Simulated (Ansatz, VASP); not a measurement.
**CuAuSe2 in VASP and in Ansatz**

The input INCAR:

```
ALGO = Normal
EDIFF = 1E-6
ENCUT = 520
GGA = PE
ISIF = 2
ISMEAR = 0
ISPIN = 2
LASPH = True
LCHARG = False
LDAU = True
LDAUJ = 0 0 0
LDAUL = -1 2 -1
LDAUPRINT = 1
LDAUTYPE = 2
LDAUU = 0 7 0
LMAXMIX = 4
LORBIT = 11
LREAL = False
LWAVE = False
MAGMOM = 0 0 0 0
NBANDS = 29
NELM = 150
PREC = Accurate
SIGMA = 0.05
```

File KPOINTS:

```
k-points
0
Gamma
  6 6 6
```

Contents of POSCAR:

```
CuAuSe2
1.0
    2.0025292900      1.1561608300      7.2699454900
   -2.0025292900      1.1561608300      7.2699454900
    0.0000000000     -2.3123216500      7.2699454900
Cu Au Se
1 1 2
Direct
    0.5000000000      0.5000000000      0.5000000000
    0.0000000000      0.0000000000      0.0000000000
    0.2667000000      0.2667000000      0.2667000000
    0.7333000000      0.7333000000      0.7333000000
```

Input for Ansatz:

```yaml
crystal:
  lattice:
    - [2.00252929, 1.15616083, 7.26994549]
    - [-2.00252929, 1.15616083, 7.26994549]
    - [0.0, -2.31232165, 7.26994549]
  atoms:
    - { symbol: Cu, position: [0.5, 0.5, 0.5] }
    - { symbol: Au, position: [0.0, 0.0, 0.0], spin: 2.0 }
    - { symbol: Se, position: [0.2667, 0.2667, 0.2667] }
    - { symbol: Se, position: [0.7333, 0.7333, 0.7333] }
basis:
  ecutwfc: 420
  ecutrho_ratio: 4
kpoints:
  mp_grid: { grid: [6, 6, 6] }
hamiltonian:
  xc: pbe
  hubbard:
    sites:
      - { site: 1, l: d, u_eff: 7.0, starting_ns: [{ spin: up, occupation_matrix: s1up }, { spin: down, occupation_matrix: s1down }] }
    occupation_matrices:
      s1up:
        matrix:
          - [0.97, 0.0, 0.0, 0.0, 0.0]
          - [0.0, 0.97, 0.0, 0.0, 0.0]
          - [0.0, 0.0, 0.97, 0.0, 0.0]
          - [0.0, 0.0, 0.0, 0.97, 0.0]
          - [0.0, 0.0, 0.0, 0.0, 0.97]
      s1down:
        matrix:
          - [0.97, 0.0, 0.0, 0.0, 0.0]
          - [0.0, 0.37115, 0.0, 0.0, 0.45857]
          - [0.0, 0.0, 0.37316, 0.45911, 0.0]
          - [0.0, 0.0, 0.45911, 0.61684, 0.0]
          - [0.0, 0.45857, 0.0, 0.0, 0.61885]
    ns_hold: { iters: 10 }
scf:
  occupations: { method: gaussian, width: 0.05 }
  lower_state_search: "off"
  max_iter: 150
output:
  forces: true
  stress: true
  eigenvalues: true
  populations: true
  hubbard: { sites: [{ site: 1, l: d }] }
  write_density: true
  write_potential: true
  elf: true
  volumetric_format: npy
magnetization:
  spin_polarized: true
```

Alike in both runs: task single point; functional PBE; k mesh 6 × 6 × 6; occupations gaussian, width 0.05 eV; collinear spin; Hubbard terms Au d U = 7.0 eV.

|  | VASP | Ansatz |
| --- | --- | --- |
| version | VASP 6.6.1 | Ansatz 0.2.0 |
| potentials or method | VASP PAW PBE potentials, release 64 (Cu, Au, Se), cutoff 520 eV | scalar-relativistic, plane waves, PAW |
| valence electrons in the cell | 34 | 70 |

Ansatz gave:

* gap on the k mesh at the Fermi level (eV): none
* pressure (GPa): -6.4
* traceless stress, the component that is largest in VASP (GPa): -2.03
* rms of the force components (eV/Å): 0.413

Problem. Estimate VASP's values.

Solution. gap on the k mesh at the Fermi level (eV): none; pressure (GPa): -7.9; traceless stress, the component that is largest in VASP (GPa): -1.68; rms of the force components (eV/Å): 0.308.

The programs project onto different local orbitals, so the same U acts differently, and such runs can settle in different states. Atom by atom the forces differ by 0.105 eV/Å (rms over components). A gap of «none» marks a metal or a gap that the smearing closes. VASP's potentials hold 34 valence electrons a cell and Ansatz's 70, so a difference there can come from the potentials and not from the codes. Ansatz's warnings: filled band counts differ across k points, seeded moment not kept, specified occupation not kept, symmetry narrowed by occupation matrices.

Spin-orbit coupling is off throughout.
